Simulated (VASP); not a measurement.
# B (Cmce) in VASP: further runs, part 2 of 2

VASP 6.6.1.

## 4. Relaxation of cell and atoms, PBE

This run uses another cell than the first one, of 6.39 Å³/atom.

Contents of INCAR:

```
SYSTEM = B
ALGO = Fast
EDIFF = 1E-7
EDIFFG = -0.01
ENCUT = 600
GGA = PE
IBRION = 2
ISIF = 3
ISMEAR = 0
LASPH = .True.
LCHARG = .False.
LREAL = .False.
LWAVE = .False.
NELM = 60
NSW = 100
PREC = Accurate
SIGMA = 0.1
```

Contents of KPOINTS:

```
k-points
0
Gamma
  18 18 14
  0 0 0
```

Contents of POSCAR:

```
B
1.0
    1.4720123987     -2.6603902359      0.0000000000
    1.4720123987      2.6603902359      0.0000000000
    0.0000000000      0.0000000000      3.2633101331
B
4
Direct
    0.6562161174      0.3437838826      0.5902350394
    0.1562161174      0.8437838826      0.9097649606
    0.3437838826      0.6562161174      0.4097649606
    0.8437838826      0.1562161174      0.0902350394
```

Potentials or basis: VASP PAW PBE potentials, release 64 (B).

Run with:

```console
$ cat potpaw_PBE.64/B/POTCAR > POTCAR
$ mpirun -np 1 vasp_std > vasp.out
```

OUTCAR:

```text
SYSTEM = B
   EDIFF = 1E-7
   EDIFFG = -0.01
   ENCUT = 600
   GGA = PE
   IBRION = 2
   ISIF = 3
   ISMEAR = 0
   LASPH = .True.
   LREAL = .False.
   NELM = 60
   NSW = 100
   PREC = Accurate

 ion  position               nearest neighbor table
   1  0.656  0.344  0.590-   3 1.76   2 1.80   2 1.80   3 1.87   3 1.87   4 1.91   4 1.91
   2  0.156  0.844  0.910-   4 1.76   1 1.80   1 1.80   4 1.87   4 1.87   3 1.91   3 1.91
   3  0.344  0.656  0.410-   1 1.76   4 1.80   4 1.80   1 1.87   1 1.87   2 1.91   2 1.91
   4  0.844  0.156  0.090-   2 1.76   3 1.80   3 1.80   2 1.87   2 1.87   1 1.91   1 1.91

  LATTYP: Found a base centered orthorhombic cell.
 ALAT       =     2.9440247974
 B/A-ratio  =     1.8073151002
 C/A-ratio  =     1.1084519859

  Lattice vectors:

 A1 = (   1.4720123987,  -2.6603902359,   0.0000000000)
 A2 = (   1.4720123987,   2.6603902359,   0.0000000000)
 A3 = (   0.0000000000,   0.0000000000,   3.2633101331)

Analysis of symmetry for initial positions (statically):
=====================================================================
 Subroutine PRICEL returns:
 Original cell was already a primitive cell.

 Routine SETGRP: Setting up the symmetry group for a
 base centered orthorhombic supercell.

 Subroutine GETGRP returns: Found  8 space group operations
 (whereof  4 operations were pure point group operations)
 out of a pool of  8 trial point group operations.

The static configuration has the point symmetry C_2h.
 The point group associated with its full space group is D_2h.

Analysis of symmetry for dynamics (positions and initial velocities):
=====================================================================
 Subroutine PRICEL returns:
 Original cell was already a primitive cell.

 Routine SETGRP: Setting up the symmetry group for a
 base centered orthorhombic supercell.

 Subroutine GETGRP returns: Found  8 space group operations
 (whereof  4 operations were pure point group operations)
 out of a pool of  8 trial point group operations.

The dynamic configuration has the point symmetry C_2h.
 The point group associated with its full space group is D_2h.

 Subroutine INISYM returns: Found  8 space group operations
 (whereof  4 operations are pure point group operations),
 and found     1 'primitive' translations

----------------------------------------------------------------------------------------

                                     Primitive cell

  volume of cell :      25.5591

  direct lattice vectors                    reciprocal lattice vectors
     1.472012399 -2.660390236  0.000000000     0.339671052 -0.187942353  0.000000000
     1.472012399  2.660390236  0.000000000     0.339671052  0.187942353  0.000000000
     0.000000000  0.000000000  3.263310133     0.000000000  0.000000000  0.306437316

  length of vectors
     3.040476395  3.040476395  3.263310133     0.388199371  0.388199371  0.306437316

  position of ions in fractional coordinates (direct lattice)
     0.656216117  0.343783883  0.590235039
     0.156216117  0.843783883  0.909764961
     0.343783883  0.656216117  0.409764961
     0.843783883  0.156216117  0.090235039

  ion indices of the primitive-cell ions
   primitive index   ion index
                 1           1
[... 59 lines left out ...]
   total plane-waves  NPLWV =  16128
   dimension x,y,z NGX =    24 NGY =   24 NGZ =   28
   dimension x,y,z NGXF=    48 NGYF=   48 NGZF=   56
   ions per type =               4
   NGX,Y,Z   is equivalent  to a cutoff of  13.12, 13.12, 14.26 a.u.
   NGXF,Y,Z  is equivalent  to a cutoff of  26.25, 26.25, 28.53 a.u.
 SYSTEM =  B
   PREC   = accura    normal or accurate (medium, high low for compatibility)
   ISTART =      0    job   : 0-new  1-cont  2-samecut
   ICHARG =      2    charge: 1-file 2-atom 10-const
   ISPIN  =      1    spin polarized calculation?
   LNONCOLLINEAR =      F non collinear calculations
   LSORBIT =      F    spin-orbit coupling
   LASPH  =      T    aspherical Exc in radial PAW
   ENCUT  =  600.0 eV  44.10 Ry    6.64 a.u.   6.07  6.07  6.52*2*pi/ulx,y,z
   NELM   =     60;   NELMIN=  2; NELMDL= -5     # of ELM steps
   EDIFF  = 0.1E-06   stopping-criterion for ELM
   LREAL  =      F    real-space projection
   EDIFFG = -.1E-01   stopping-criterion for IOM
   NSW    =    100    number of steps for IOM
   IBRION =      2    ionic relax: 0-MD 1-quasi-New 2-CG
   NFREE  =      1    steps in history (QN), initial steepest desc. (CG)
   ISIF   =      3    stress and relaxation
   ISYM   =      2    0-nonsym 1-usesym 2-fastsym
   POTIM  = 0.5000    time-step for ionic-motion
   TEBEG  =    0.0;   TEEND  =   0.0 temperature during run
   PSTRESS=    0.0 pullay stress
   NELECT =      12.0000    total number of electrons
   NUPDOWN=      -1.0000    fix difference up-down
   EMIN   =  10.00;   EMAX   =-10.00  energy-range for DOS
   EFERMI =   0.00;   METHOD = LEGACY
   ISMEAR =     0;   SIGMA  =   0.10  broadening in eV -4-tet -1-fermi 0-gaus
   EFERMI_NEDOS =   21; number of points for ismear=-14 and -15
   IALGO  =     68    algorithm
   IMIX   =      4    mixing-type and parameters
     AMIX     =   0.40;   BMIX     =  1.00
     AMIX_MAG =   1.60;   BMIX_MAG =  1.00
  volume/ion in A,a.u.               =       6.39        43.12
  Fermi-wavevector in a.u.,A,eV,Ry     =   1.272390  2.404468 22.027505  1.618976
  Thomas-Fermi vector in A             =   2.405271
   LORBIT       =      0    0 simple, 1 ext, 2 COOP (PROOUT), +10 PAW based schemes
   GGA     = PE    functional components
   LHFCALC =     F    Hartree Fock is set to
   AEXX    =    0.0000 exact exchange contribution
   IVDW    =     0    specifies the selected vdW correction
   LEPSILON=     F    determine dielectric tensor
   LRPA    =     F    only Hartree local field effects (RPA)
 conjugate gradient relaxation of ions
 non-spin polarized calculation
 RMM-DIIS sequential band-by-band and
 Gauss-broadening in eV      SIGMA  =   0.10
  energy-cutoff  :      600.00
  volume of cell :       25.56
 maximum number of plane-waves:       870
   NGX = 13   NGY = 13   NGZ = 13

--------------------------------------- Ionic step        1  -------------------------------------------

 number of electron      12.0000000 magnetization

 Free energy of the ion-electron system (eV)
  ---------------------------------------------------
  ext. energy  EPLUGINS =         0.00000000
  ---------------------------------------------------
  free energy    TOTEN  =       -25.73134122 eV

  energy without entropy =      -25.73033306  energy(sigma->0) =      -25.73083714

------------------------ aborting loop because EDIFF is reached ----------------------------------------

  FORCE on cell =-STRESS in cart. coord.  units (eV):
  Direction    XX          YY          ZZ          XY          YZ          ZX
  --------------------------------------------------------------------------------------
  -------------------------------------------------------------------------------------
  Total       -0.1368669      0.0114861     -0.0522917      0.0000000      0.0000000      0.0000000
  in kB       -8.5795398      0.7200116     -3.2779181      0.0000000      0.0000000      0.0000000
  external PRESSURE =      -3.7124821 kB  Pullay stress =       0.0000000 kB
[... 101 lines left out ...]
--------------------------------------- Ionic step        4  -------------------------------------------

 number of electron      12.0000000 magnetization

 Free energy of the ion-electron system (eV)
  ---------------------------------------------------
  ext. energy  EPLUGINS =         0.00000000
  ---------------------------------------------------
  free energy    TOTEN  =       -25.73170629 eV

  energy without entropy =      -25.73069901  energy(sigma->0) =      -25.73120265

 E-fermi :   8.7935     XC(G=0): -12.4308

 val. band max:        8.7889155791   @ k =  -0.1667   0.1667   0.1429
 cond. band min:       8.7945839573   @ k =   0.4444   0.3889   0.0000
 fundamental gap:      0.0056683782
 Fermi energy:         8.7934901996

 k-point     1 :       0.0000    0.0000    0.0000
  band No.  band energies     occupation
      1      -8.9817      2.00000
      2       0.9116      2.00000
      3       2.9078      2.00000
      4       4.2463      2.00000
      5       5.2934      2.00000
      6       9.3371      0.00000
      7       9.6847      0.00000
      8      11.2914      0.00000
      9      11.4393      0.00000
     10      15.7660      0.00000
[... 287 lines left out ...]
 k-point    24 :      -0.2222    0.0556    0.0000
  band No.  band energies     occupation
      1      -8.2963      2.00000
      2       1.4697      2.00000
      3       1.7097      2.00000
      4       3.3154      2.00000
      5       3.6092      2.00000
      6       6.8899      2.00000
      7      12.4393      0.00000
      8      12.9456      0.00000
      9      13.4061      0.00000
     10      14.0898      0.00000

 [... further k-points ...]
[... 5 lines left out ...]
  --------------------------------------------------------------------------------------
  -------------------------------------------------------------------------------------
  Total        0.0031045     -0.0163908      0.0138774      0.0000000      0.0000000      0.0000000
  in kB        0.1948498     -1.0287511      0.8709960      0.0000000      0.0000000      0.0000000
  external PRESSURE =       0.0123649 kB  Pullay stress =       0.0000000 kB
[... 19 lines left out ...]
  FREE ENERGIE OF THE ION-ELECTRON SYSTEM (eV)
  ---------------------------------------------------
  free  energy   TOTEN  =       -25.7317062883 eV

  energy  without entropy=      -25.7306990146  energy(sigma->0) =      -25.73120265

 reached required accuracy - stopping structural energy minimisation
```

OSZICAR:

```text
N       E                     dE             d eps       ncg     rms          rms(c)
DAV:   1     0.162140801645E+02    0.16214E+02   -0.63830E+03 14568   0.123E+03
DAV:   2    -0.251088948636E+02   -0.41323E+02   -0.39378E+02 20592   0.189E+02
[... 26 lines left out ...]
   3 F= -.25731674E+02 E0= -.25731178E+02  d E =-.332339E-03
       N       E                     dE             d eps       ncg     rms          rms(c)
DAV:   1    -0.257317259838E+02   -0.52430E-04   -0.16214E-03 16876   0.344E-01    0.230E-02
RMM:   2    -0.257317120703E+02    0.13913E-04   -0.34828E-05 14560   0.590E-02    0.123E-02
RMM:   3    -0.257317062527E+02    0.58176E-05   -0.13827E-05 14560   0.278E-02    0.126E-03
RMM:   4    -0.257317062883E+02   -0.35632E-07   -0.69085E-07 14442   0.795E-03
   4 F= -.25731706E+02 E0= -.25731203E+02  d E =-.327258E-04
```

CONTCAR:

```text
B
   1.00000000000000
     1.4694299756446401   -2.6625154454095603   -0.0000000000000000
     1.4694299756446401    2.6625154454095603    0.0000000000000000
     0.0000000000000000   -0.0000000000000000    3.2623467232694683
  B
     4
Direct
     0.6558691374420527    0.3441308625579474    0.5900047897996930
     0.1558691374420526    0.8441308625579473    0.9099952102003070
     0.3441308625579474    0.6558691374420527    0.4099952102003070
     0.8441308625579473    0.1558691374420526    0.0900047897996930

  0.00000000E+00  0.00000000E+00  0.00000000E+00
  0.00000000E+00  0.00000000E+00  0.00000000E+00
  0.00000000E+00  0.00000000E+00  0.00000000E+00
  0.00000000E+00  0.00000000E+00  0.00000000E+00
```

Run time: 7.4 min. Hardware: 1 thread of Oxide Virtual Turin-like, shared host; peak memory 0.26 GiB.

What came out:

| Property | Result |
| --- | --- |
| Free energy | -25.7317 eV |
| Relaxed volume | 6.38 Å³/atom |
| Relaxed cell | a = 3.041 Å, b = 3.041 Å, c = 3.262 Å, α = 90.00°, β = 90.00°, γ = 122.21° |
| Space group after relaxing (to 0.1 Å) | Cmce (No. 64) |
| Energy gained by relaxing | 0.1 meV/atom |
| Ionic steps | 4 |
| Pressure after relaxing | 0.0 GPa |
| Band gap on the k mesh | zero (bands 6 and 7 overlap by 1.19 eV) |

The path:
| step | energy change (eV) | largest force (eV/Å) | pressure (GPa) | volume (Å³) |
| --- | --- | --- | --- | --- |
| 1 | 0.0000 | 0.0601 | -0.37 | 25.56 |
| 2 | -0.0003 | 0.0369 | 0.28 | 25.50 |
| 3 | -0.0003 | 0.0083 | 0.08 | 25.52 |
| 4 | -0.0004 | 0.0012 | 0.00 | 25.53 |

Final structure:
```
CELL_PARAMETERS angstrom
1.46943 -2.66252 0.00000
1.46943 2.66252 0.00000
0.00000 0.00000 3.26235
ATOMIC_POSITIONS crystal
B 0.65587 0.34413 0.59000
B 0.15587 0.84413 0.91000
B 0.34413 0.65587 0.41000
B 0.84413 0.15587 0.09000
```

Levels at points of the mesh, in eV from the Fermi level:
```tsv
k point	band 2	band 3	band 4	band 5	band 6	band 7	band 8	band 9	band 10
(0.00, 0.00, 0.00)	-7.88	-5.89	-4.55	-3.50	0.54	0.89	2.50	2.65	6.97
(0.50, 0.00, 0.00)	-13.45	-5.61	-5.61	-4.56	-4.56	1.55	1.55	5.97	5.97
(0.50, 0.50, 0.00)	-12.15	-6.98	-5.31	-3.51	-1.83	-0.46	0.69	4.62	4.74
(0.00, 0.00, 0.50)	-15.01	-1.87	-1.87	-1.50	-1.50	0.93	0.93	6.44	6.44
(0.50, 0.00, 0.50)	-11.06	-10.45	-10.45	-4.29	-4.29	2.01	2.01	10.27	10.27
(0.50, 0.50, 0.50)	-12.08	-9.26	-9.26	-3.83	-3.83	0.82	0.82	9.15	9.15
```

## 5. Summary

```csv
cell,k mesh,gap on the mesh (eV),pressure (GPa),relaxed volume (Å³/atom),largest force (eV/Å)
"relaxed from a = 2.419, b = 2.419, c = 5.442 Å, angles 90.0, 90.0, 66.9°, 4 atoms, atomic positions A",8 × 8 × 4,none,0.0,6.75,0.01
"relaxed from a = 4.000, b = 4.000, c = 3.183 Å, angles 90.0, 90.0, 145.0°, 4 atoms, atomic positions B",8 × 8 × 6,none,0.2,6.38,0.03
"relaxed from a = 3.040, b = 3.040, c = 3.263 Å, angles 90.0, 90.0, 122.1°, 4 atoms, atomic positions C",18 × 18 × 14,none,0.0,6.38,-
```

Alike in all rows: task relaxation of cell and atoms; level PBE; potentials or basis VASP PAW PBE potentials, release 64 (B); no spin polarisation; cutoff (eV) 600; smearing gaussian 0.1 eV.

Caveats: a cell axis changed by over 15 % at a fixed basis, so the end point is rough (at least some runs).

Total energies depend on the potentials used, so only differences within one code and one set of settings carry meaning.

The gap in the log of VASP goes by the Fermi energy; the results here count the filled bands.